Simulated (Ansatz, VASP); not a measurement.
## Two plane-wave programs on CsCu

```
Cs Cu
1.0
     4.33415    0.00000    0.00000
    -2.16708    3.75349    0.00000
     0.00000    0.00000   10.83710
Cs Cu
2 2
Direct
  0.33333 0.66667 0.27532
  0.66667 0.33333 0.72468
  0.33333 0.66667 0.98457
  0.66667 0.33333 0.01543
```

Alike in both runs: functional PBE; k mesh 12 × 12 × 4; occupations gaussian, width 0.1 eV; no spin polarisation.

Ansatz relaxed the structure, and its values are those at the end. VASP's run is a single point on that final structure, the one shown.

|  | VASP | Ansatz |
| --- | --- | --- |
| version | VASP 6.6.1 | Ansatz 0.2.0 |
| potentials or method | VASP PAW PBE potentials, release 64 (Cs_sv, Cu), cutoff 520 eV | scalar-relativistic, plane waves, PAW |
| valence electrons in the cell | 40 | 56 |

Ansatz gave:

* gap on the k mesh at the Fermi level (eV): none
* pressure (GPa): 0.0
* rms of the force components (eV/Å): 0.000

**Question.** What did VASP give for the same quantities?

**Answer.** gap on the k mesh at the Fermi level (eV): none; pressure (GPa): 0.1; rms of the force components (eV/Å): 0.014.

A gap of «none» marks a metal or a gap that the smearing closes. With one functional, cell and mesh, what is left measures potentials, basis and numerics. VASP's potentials hold 40 valence electrons a cell and Ansatz's 56, so a difference there can come from the potentials and not from the codes.

Spin-orbit coupling is off throughout.
